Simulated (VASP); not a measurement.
A run of VASP 6.6.1 is set up as follows.

The input INCAR:

```
ALGO     = Normal         # electronic algorithm
EDIFF    = 1E-8           # SCF threshold, eV
ENCUT    = 520            # plane-wave cutoff, eV
GGA      = CA             # functional
ISIF     = 2              # what is computed and relaxed
ISMEAR   = -1             # smearing method
LASPH    = True           # aspherical terms in the spheres
LCHARG   = False          # write CHGCAR
LEFG     = True         
LREAL    = False          # projectors in reciprocal space
LWAVE    = False          # write WAVECAR
NBANDS   = 36             # bands
NELM     = 80             # most SCF steps
PREC     = Accurate       # precision mode
SIGMA    = 0.05           # smearing width, eV
```

File KPOINTS:

```
k-points
0
Gamma
  9 9 9
```

The input POSCAR:

```
NbRu3
1.0
    3.8800000000      0.0194000000      0.0194000000
    0.0194000000      3.8800000000      0.0194000000
    0.0194000000      0.0194000000      3.8800000000
Nb Ru
1 3
Direct
    0.0000000000      0.0000000000      0.0000000000
    0.0000000000      0.5000000000      0.5000000000
    0.5000000000      0.0000000000      0.5000000000
    0.5000000000      0.5000000000      0.0000000000
```

Potentials or basis: VASP PAW LDA potentials, release 64 (Nb_sv, Ru_pv).

Run with:

```bash
$ cat potpaw_LDA.64/Nb_sv/POTCAR potpaw_LDA.64/Ru_pv/POTCAR > POTCAR
$ mpirun -np 1 vasp_std > vasp.out
```

Task: Predict the pressure.

Result: -10.9 GPa.

Task: Estimate the band gap on the k mesh.

Result: Zero (an odd number of electrons rules out a gap without spin polarisation).

Electric field gradients, principal values (V/Å²):
```csv
atom,least,middle,greatest (by size)
1 Nb,-0.351,-0.351,0.703
2 Ru,4.329,10.040,-14.369
3 Ru,4.329,10.040,-14.369
4 Ru,4.329,10.040,-14.369
```

Caveat: the cell differs from its parent crystal (equal xy, yz and zx shear strains of +1 %); the cell stands under tension; without QUAD_EFG the Cq values of the log hold for a quadrupole moment of 1 mb, not for the nuclei.
